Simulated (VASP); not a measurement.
# Si (P6_3/mmc) in VASP: further runs

Runs on Si. Level: PBEsol. Tasks: relaxation of the atoms.

Everything below comes from runs of VASP 6.6.1. Logs are shortened: lines on timing, memory, paths and dates and some standing lists are left out, and cuts for length are marked.

## 1. The cell of the first run

The structure is hexagonal, space group P6_3/mmc (No. 194). The conventional cell has a = 3.863 Å, b = 3.863 Å, c = 6.307 Å, α = 90.00°, β = 90.00°, γ = 120.00°. Si (site symmetry 3m) has 4 Si at 2.36 to 2.37 Å within 3.1 Å.

This isn't the form of Si at room conditions, which is diamond.

## 2. Relaxation of the atoms, PBEsol (strained cell)

Contents of INCAR:

```
SYSTEM = Si
PREC = Accurate ; ENCUT = 450
EDIFF = 1E-7 ; ISMEAR = 0
SIGMA = 0.01 ; LREAL = .FALSE.
LASPH = .TRUE. ; NELM = 120
ALGO = Normal ; ISIF = 2
LWAVE = .FALSE. ; LCHARG = .FALSE.
GGA = PS ; IBRION = 2
NSW = 60 ; EDIFFG = -0.002
GGA_COMPAT = .FALSE. ; NELMIN = 4
```

Contents of KPOINTS:

```
Automatic mesh
0
G
  9 9 6
  0 0 0
```

Contents of POSCAR:

```
Si
1.0
    3.8629871339      0.0000000000      0.0000000000
   -1.9314935670      3.3454449925      0.0000000000
    0.0000000000      0.0000000000      6.3073181784
Si
4
Direct
    0.3333333333      0.6666666667     -0.0010703438
    0.6666666667      0.3333333333      0.4989296562
    0.3333333333      0.6666666667      0.3750703438
    0.6666666667      0.3333333333      0.8750703438
```

Potentials or basis: VASP PAW PBE potentials, release 64 (Si).

On the command line:

```sh
$ cat potpaw_PBE.64/Si/POTCAR > POTCAR
$ mpirun -np 1 vasp_std > vasp.out
```

OUTCAR:

```text
SYSTEM = Si
   PREC = Accurate
   ENCUT = 450
   EDIFF = 1E-7
   ISMEAR = 0
   LREAL = .FALSE.
   LASPH = .TRUE.
   NELM = 120
   ISIF = 2
   GGA = PS
   IBRION = 2
   NSW = 60
   EDIFFG = -0.002
   NELMIN = 4

 ion  position               nearest neighbor table
   1  0.333  0.667  0.999-   4 2.36   4 2.36   4 2.36   3 2.37
   2  0.667  0.333  0.499-   3 2.36   3 2.36   3 2.36   4 2.37
   3  0.333  0.667  0.375-   2 2.36   2 2.36   2 2.36   1 2.37
   4  0.667  0.333  0.875-   1 2.36   1 2.36   1 2.36   2 2.37

  LATTYP: Found a hexagonal cell.
 ALAT       =     3.8629871339
 C/A-ratio  =     1.6327567139

  Lattice vectors:

 A1 = (   3.8629871339,   0.0000000000,   0.0000000000)
 A2 = (  -1.9314935670,   3.3454449925,   0.0000000000)
 A3 = (   0.0000000000,   0.0000000000,   6.3073181784)

Analysis of symmetry for initial positions (statically):
=====================================================================
 Subroutine PRICEL returns:
 Original cell was already a primitive cell.

 Routine SETGRP: Setting up the symmetry group for a
 hexagonal supercell.

 Subroutine GETGRP returns: Found 24 space group operations
 (whereof  6 operations were pure point group operations)
 out of a pool of 24 trial point group operations.

The static configuration has the point symmetry C_3v.
 The point group associated with its full space group is D_6h.

Analysis of symmetry for dynamics (positions and initial velocities):
=====================================================================
 Subroutine PRICEL returns:
 Original cell was already a primitive cell.

 Routine SETGRP: Setting up the symmetry group for a
 hexagonal supercell.

 Subroutine GETGRP returns: Found 24 space group operations
 (whereof  6 operations were pure point group operations)
 out of a pool of 24 trial point group operations.

The dynamic configuration has the point symmetry C_3v.
 The point group associated with its full space group is D_6h.

 Subroutine INISYM returns: Found 24 space group operations
 (whereof  6 operations are pure point group operations),
 and found     1 'primitive' translations

----------------------------------------------------------------------------------------

                                     Primitive cell

  volume of cell :      81.5121

  direct lattice vectors                    reciprocal lattice vectors
     3.862987134  0.000000000  0.000000000     0.258867028  0.149456949  0.000000000
    -1.931493567  3.345444993  0.000000000     0.000000000  0.298913897  0.000000000
     0.000000000  0.000000000  6.307318178     0.000000000  0.000000000  0.158545989

  length of vectors
     3.862987134  3.862987134  6.307318178     0.298913897  0.298913897  0.158545989

  position of ions in fractional coordinates (direct lattice)
     0.333333333  0.666666667  0.998929656
     0.666666667  0.333333333  0.498929656
     0.333333333  0.666666667  0.375070344
     0.666666667  0.333333333  0.875070344

  ion indices of the primitive-cell ions
   primitive index   ion index
                 1           1
                 2           2
                 3           3
                 4           4

----------------------------------------------------------------------------------------

 KPOINTS: Automatic mesh

Automatic generation of k-mesh.
 Grid dimensions read from file:
 generate k-points for:    9    9    6

 Generating k-lattice:

  Cartesian coordinates                     Fractional coordinates (reciprocal lattice)
     0.028763003  0.016606328  0.000000000     0.111111111  0.000000000  0.000000000
     0.000000000  0.033212655  0.000000000     0.000000000  0.111111111  0.000000000
     0.000000000  0.000000000  0.026424332     0.000000000  0.000000000  0.166666667

  Length of vectors
     0.033212655  0.033212655  0.026424332

  Shift w.r.t. Gamma in fractional coordinates (k-lattice)
     0.000000000  0.000000000  0.000000000

 Subroutine IBZKPT returns following result:
 ===========================================

 Found     48 irreducible k-points:

 Following reciprocal coordinates:
            Coordinates               Weight
  0.000000  0.000000  0.000000      1.000000
  0.111111 -0.000000  0.000000      6.000000
  0.222222  0.000000  0.000000      6.000000
  0.333333  0.000000  0.000000      6.000000
  0.444444  0.000000  0.000000      6.000000
  0.111111  0.111111  0.000000      6.000000
[... 16 lines left out ...]
  0.333333  0.222222  0.166667     24.000000
  0.333333  0.333333  0.166667      4.000000
 [... further k-points ...]
   k-points           NKPTS =     48   k-points in BZ     NKDIM =     48   number of bands    NBANDS=     12
   number of dos      NEDOS =    301   number of ions     NIONS =      4
   total plane-waves  NPLWV =  37632
   dimension x,y,z NGX =    28 NGY =   28 NGZ =   48
   dimension x,y,z NGXF=    56 NGYF=   56 NGZF=   96
   ions per type =               4
   NGX,Y,Z   is equivalent  to a cutoff of  12.05, 12.05, 12.65 a.u.
   NGXF,Y,Z  is equivalent  to a cutoff of  24.10, 24.10, 25.30 a.u.
 SYSTEM =  Si
   PREC   = accura    normal or accurate (medium, high low for compatibility)
   ISTART =      0    job   : 0-new  1-cont  2-samecut
   ICHARG =      2    charge: 1-file 2-atom 10-const
   ISPIN  =      1    spin polarized calculation?
   LNONCOLLINEAR =      F non collinear calculations
   LSORBIT =      F    spin-orbit coupling
   LASPH  =      T    aspherical Exc in radial PAW
   ENCUT  =  450.0 eV  33.07 Ry    5.75 a.u.   6.68  6.68 10.91*2*pi/ulx,y,z
   NELM   =    120;   NELMIN=  4; NELMDL= -5     # of ELM steps
   EDIFF  = 0.1E-06   stopping-criterion for ELM
   LREAL  =      F    real-space projection
   EDIFFG = -.2E-02   stopping-criterion for IOM
   NSW    =     60    number of steps for IOM
   IBRION =      2    ionic relax: 0-MD 1-quasi-New 2-CG
   NFREE  =      1    steps in history (QN), initial steepest desc. (CG)
   ISIF   =      2    stress and relaxation
   ISYM   =      2    0-nonsym 1-usesym 2-fastsym
   POTIM  = 0.5000    time-step for ionic-motion
   TEBEG  =    0.0;   TEEND  =   0.0 temperature during run
   PSTRESS=    0.0 pullay stress
   NELECT =      16.0000    total number of electrons
   NUPDOWN=      -1.0000    fix difference up-down
   EMIN   =  10.00;   EMAX   =-10.00  energy-range for DOS
   EFERMI =   0.00;   METHOD = LEGACY
   ISMEAR =     0;   SIGMA  =   0.01  broadening in eV -4-tet -1-fermi 0-gaus
   EFERMI_NEDOS =   21; number of points for ismear=-14 and -15
   IALGO  =     38    algorithm
   IMIX   =      4    mixing-type and parameters
     AMIX     =   0.40;   BMIX     =  1.00
     AMIX_MAG =   1.60;   BMIX_MAG =  1.00
  volume/ion in A,a.u.               =      20.38       137.52
  Fermi-wavevector in a.u.,A,eV,Ry     =   0.951424  1.797931 12.316103  0.905208
  Thomas-Fermi vector in A             =   2.079893
   LORBIT       =      0    0 simple, 1 ext, 2 COOP (PROOUT), +10 PAW based schemes
   GGA     = PS    functional components
   LHFCALC =     F    Hartree Fock is set to
   AEXX    =    0.0000 exact exchange contribution
   IVDW    =     0    specifies the selected vdW correction
   LEPSILON=     F    determine dielectric tensor
   LRPA    =     F    only Hartree local field effects (RPA)
 conjugate gradient relaxation of ions
 non-spin polarized calculation
 Gauss-broadening in eV      SIGMA  =   0.01
  energy-cutoff  :      450.00
  volume of cell :       81.51
 maximum number of plane-waves:      1787
 NGX is ok and might be reduce to    28
   NGX = 13   NGY = 13   NGZ = 21

--------------------------------------- Ionic step        1  -------------------------------------------

 number of electron      16.0000000 magnetization

 Free energy of the ion-electron system (eV)
  ---------------------------------------------------
  ext. energy  EPLUGINS =         0.00000000
  ---------------------------------------------------
  free energy    TOTEN  =       -22.93705121 eV

  energy without entropy =      -22.93705121  energy(sigma->0) =      -22.93705121

------------------------ aborting loop because EDIFF is reached ----------------------------------------

  FORCE on cell =-STRESS in cart. coord.  units (eV):
  Direction    XX          YY          ZZ          XY          YZ          ZX
  --------------------------------------------------------------------------------------
  -------------------------------------------------------------------------------------
  Total       -1.0360819     -1.0360819     -0.0918064      0.0000000     -0.0000000      0.0000000
  in kB      -20.3649223    -20.3649223     -1.8045200      0.0000000     -0.0000000      0.0000000
  external PRESSURE =     -14.1781216 kB  Pullay stress =       0.0000000 kB
[... 61 lines left out ...]
  energy  without entropy=      -22.9371397695  energy(sigma->0) =      -22.93713977

--------------------------------------- Ionic step        3  -------------------------------------------

 number of electron      16.0000000 magnetization

 Free energy of the ion-electron system (eV)
  ---------------------------------------------------
  ext. energy  EPLUGINS =         0.00000000
  ---------------------------------------------------
  free energy    TOTEN  =       -22.93714472 eV

  energy without entropy =      -22.93714472  energy(sigma->0) =      -22.93714472

 E-fermi :   5.9251     XC(G=0):  -9.4792

 val. band max:        5.8379200225   @ k =   0.0000   0.0000   0.0000
 cond. band min:       6.1636367011   @ k =   0.4444   0.0000   0.0000
 fundamental gap:      0.3257166787
 Fermi energy:         5.9251276946

 k-point     1 :       0.0000    0.0000    0.0000
  band No.  band energies     occupation
      1      -6.2721      2.00000
      2      -3.9390      2.00000
      3      -1.3116      2.00000
      4       4.2795      2.00000
      5       4.2795      2.00000
      6       5.5906      2.00000
      7       5.8379      2.00000
      8       5.8379      2.00000
      9       6.6373      0.00000
     10       7.7604      0.00000
     11       7.7604      0.00000
     12       8.3239      0.00000
[... 331 lines left out ...]
 k-point    24 :       0.3333    0.3333    0.1667
  band No.  band energies     occupation
      1      -3.1139      2.00000
      2      -3.1139      2.00000
      3      -0.9085      2.00000
      4      -0.9085      2.00000
      5       0.7534      2.00000
      6       2.3544      2.00000
      7       2.6670      2.00000
      8       2.6670      2.00000
      9       7.0457      0.00000
     10       9.6084      0.00000
     11       9.6084      0.00000
     12      11.1083      0.00000

 [... further k-points ...]

------------------------ aborting loop because EDIFF is reached ----------------------------------------

  FORCE on cell =-STRESS in cart. coord.  units (eV):
  Direction    XX          YY          ZZ          XY          YZ          ZX
  --------------------------------------------------------------------------------------
  -------------------------------------------------------------------------------------
  Total       -1.0649197     -1.0649197     -0.0350154      0.0000000     -0.0000000     -0.0000000
  in kB      -20.9317502    -20.9317502     -0.6882520      0.0000000     -0.0000000     -0.0000000
  external PRESSURE =     -14.1839175 kB  Pullay stress =       0.0000000 kB
[... 19 lines left out ...]
  FREE ENERGIE OF THE ION-ELECTRON SYSTEM (eV)
  ---------------------------------------------------
  free  energy   TOTEN  =       -22.9371447153 eV

  energy  without entropy=      -22.9371447153  energy(sigma->0) =      -22.93714472

 reached required accuracy - stopping structural energy minimisation
```

Run time: 58 s. Hardware: 1 thread of Oxide Virtual Turin-like, shared host; peak memory 0.15 GiB.

What came out:

* Free energy: -22.9371 eV
* Energy gained by relaxing: 0.0 meV/atom
* Ionic steps: 3
* Pressure after relaxing: -1.4 GPa
* Band gap on the k mesh: 0.33 eV (least direct gap 0.80 eV)

Stress tensor (GPa, compression positive):
```
-2.09  0.00  0.00
 0.00 -2.09  0.00
 0.00  0.00 -0.07
```

Final structure:
```
CELL_PARAMETERS angstrom
3.86299 0.00000 0.00000
-1.93149 3.34544 0.00000
0.00000 0.00000 6.30732
ATOMIC_POSITIONS crystal
Si 0.33333 0.66667 0.99914
Si 0.66667 0.33333 0.49914
Si 0.33333 0.66667 0.37486
Si 0.66667 0.33333 0.87486
```

Caveat: the cell differs from its parent crystal (strained cell); the PAW data sets were made with another functional, which shifts forces and pressure a little. A k mesh can miss the band edges.

## 3. Relaxation of the atoms, PBEsol (strained cell)

Contents of INCAR:

```
SYSTEM = Si
  ALGO = Normal
  EDIFF = 1E-7
  EDIFFG = -0.002
  ENCUT = 450
  GGA = PS
  GGA_COMPAT = .FALSE.
  IBRION = 2
  ISIF = 2
  ISMEAR = 0
  LASPH = .TRUE.
  LCHARG = .FALSE.
  LREAL = .FALSE.
  LWAVE = .FALSE.
  NELM = 120
  NELMIN = 4
  NSW = 60
  PREC = Accurate
  SIGMA = 0.01
```

Contents of KPOINTS:

```
k-points
0
G
  9 9 6
  0 0 0
```

Contents of POSCAR:

```
Si
1.0
    3.8629871339      0.0000000000      0.0000000000
   -1.9314935670      3.3454449925      0.0000000000
    0.0000000000      0.0000000000      6.3017393285
Si
4
Direct
    0.3333333333      0.6666666667     -0.0008556435
    0.6666666667      0.3333333333      0.4991443565
    0.3333333333      0.6666666667      0.3748556435
    0.6666666667      0.3333333333      0.8748556435
```

Potentials or basis: VASP PAW PBE potentials, release 64 (Si).

On the command line:

```sh
$ cat potpaw_PBE.64/Si/POTCAR > POTCAR
$ mpirun -np 1 vasp_std > vasp.out
```

Run time: 57 s. Hardware: 1 thread of Oxide Virtual Turin-like, shared host; peak memory 0.16 GiB.

It converged, with:

```
Free energy               : -22.9371 eV
Energy gained by relaxing : 0.0 meV/atom
Ionic steps               : 3
Pressure after relaxing   : -1.3 GPa
Band gap on the k mesh    : 0.32 eV (least direct gap 0.79 eV)
```

Stress tensor (GPa, compression positive):
```
-2.06  0.00  0.00
 0.00 -2.06  0.00
 0.00  0.00  0.11
```

Final structure:
```
Si
1.0
     3.86299    0.00000    0.00000
    -1.93149    3.34544    0.00000
     0.00000    0.00000    6.30174
Si
4
Direct
  0.33333 0.66667 0.99909
  0.66667 0.33333 0.49909
  0.33333 0.66667 0.37491
  0.66667 0.33333 0.87491
```

Levels at points of the mesh, in eV from the valence-band top:
| k point | band 5 | band 6 | band 7 | band 8 | band 9 | band 10 | band 11 | band 12 |
| --- | --- | --- | --- | --- | --- | --- | --- | --- |
| (0.00, 0.00, 0.00) | -1.56 | -0.24 | 0.00 | 0.00 | 0.79 | 1.92 | 1.92 | 2.50 |
| (0.00, 0.00, 0.50) | -0.96 | -0.96 | -0.96 | -0.96 | 1.61 | 1.61 | 2.91 | 2.91 |

Caveat: the cell differs from its parent crystal (strained cell); the PAW data sets were made with another functional, which shifts forces and pressure a little. A k mesh can miss the band edges.
